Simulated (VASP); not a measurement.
Write the native input for VASP 6.6.1 that does the following.

```yaml
Task: single point
Functional: revPBE
Potentials_or_basis: VASP PAW PBE potentials, release 64 (C)
Cutoff: 520 eV
k_mesh: 9 × 9 × 9
Occupations: fermi-dirac, width 0.1 eV
Spin: no spin polarisation
Dipole_correction: no
Further_INCAR_settings: ALGO = Normal; EDIFF = 1e-07; NBANDS = 26
```

The structure of C lies in POSCAR:

```
C
1.0
    3.8947134044      0.0000000000      0.0000000000
    0.0000000000      3.8947134044      0.0000000000
    0.0000000000      0.0000000000      3.8947134044
C
8
Direct
    1.0000000000      0.0000000000      1.0000000000
    0.5000000000      0.5000000000      0.5000000000
    0.2500000000      0.0000000000      0.5000000000
    0.7500000000      1.0000000000      0.5000000000
    0.5000000000      0.2500000000      1.0000000000
    0.5000000000      0.7500000000      0.0000000000
    1.0000000000      0.5000000000      0.2500000000
    1.0000000000      0.5000000000      0.7500000000
```

One way to write it, as run:

INCAR

```
PREC     = Accurate       # precision mode
ENCUT    = 520            # plane-wave cutoff, eV
EDIFF    = 1E-7           # SCF threshold, eV
ISMEAR   = -1             # smearing method
SIGMA    = 0.1            # smearing width, eV
LREAL    = F              # projectors in reciprocal space
LASPH    = T              # aspherical terms in the spheres
NELM     = 80             # most SCF steps
ALGO     = Normal         # electronic algorithm
ISIF     = 2              # what is computed and relaxed
LWAVE    = F              # write WAVECAR
LCHARG   = F              # write CHGCAR
GGA      = RE             # functional
NBANDS   = 26             # bands
```

KPOINTS

```
Automatic mesh
0
Gamma
  9 9 9
```

Potentials or basis: VASP PAW PBE potentials, release 64 (C).

Run with:

```sh
$ cat potpaw_PBE.64/C/POTCAR > POTCAR
$ mpirun -np 1 vasp_std > vasp.out
```

It gave:

| Property | Result |
| --- | --- |
| Pressure | 0.8 GPa |
| Band gap on the k mesh | zero (band 16 reaches 8.77 eV, above the bottom of band 17 at 6.08 eV) |

Caveat: the PAW data sets were made with another functional, which shifts forces and pressure a little.

Run time: 33 s on 1 thread of Intel(R) Xeon(R) Platinum 8488C (Sapphire Rapids), on a shared host, peak memory 0.18 GiB.
